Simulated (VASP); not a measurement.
**KTaO3: single point with PBE**

The system is KTaO3.

```
K Ta O
1.0
     4.07736    0.00000    0.00000
     0.00000    4.07736    0.00000
     0.00000    0.00000    4.07736
K Ta O
1 1 3
Cartesian
  0.0000 0.0000 0.0000
  2.0387 2.0387 2.0387
  0.0000 2.0387 2.0387
  2.0387 2.0387 0.0000
  2.0387 0.0000 2.0387
```

This cell differs from its parent crystal: volume scaled by 1.040.

```
Program             : VASP 6.6.1
Task                : single point
Functional          : PBE
Potentials or basis : VASP PAW PBE potentials, release 64 (K_sv, Ta_pv, O)
Cutoff              : 520 eV
k mesh              : 8 × 8 × 8
Occupations         : gaussian, width 0.05 eV
Spin                : no spin polarisation
```

```json
{
  "Pressure": "-6.3 GPa",
  "Band gap on the k mesh": "2.03 eV, indirect (least direct gap 2.67 eV)"
}
```

Levels at points of the mesh, in eV from the valence-band top:
```csv
k point,band 15,band 16,band 17,band 18,band 19,band 20,band 21,band 22,band 23,band 24
"(0.00, 0.00, 0.00)",-0.96,-0.96,-0.64,-0.64,-0.64,2.03,2.03,2.03,6.02,6.02
"(0.50, 0.00, 0.00)",-2.30,-2.00,-1.36,-0.84,-0.84,2.16,4.59,4.59,6.05,7.59
"(0.50, 0.50, 0.00)",-2.60,-1.76,-1.35,-1.35,-0.03,4.62,4.62,5.79,6.83,9.82
"(0.50, 0.50, 0.50)",-3.69,-3.69,0.00,0.00,0.00,5.89,5.89,5.89,8.72,8.72
```

Run time: 67 s on 1 thread of AMD EPYC 7R13, with other jobs on the host, peak memory 0.18 GiB.

Caveat: spin-orbit coupling is left out, which moves the levels of the heavy elements. A k mesh can miss the band edges.
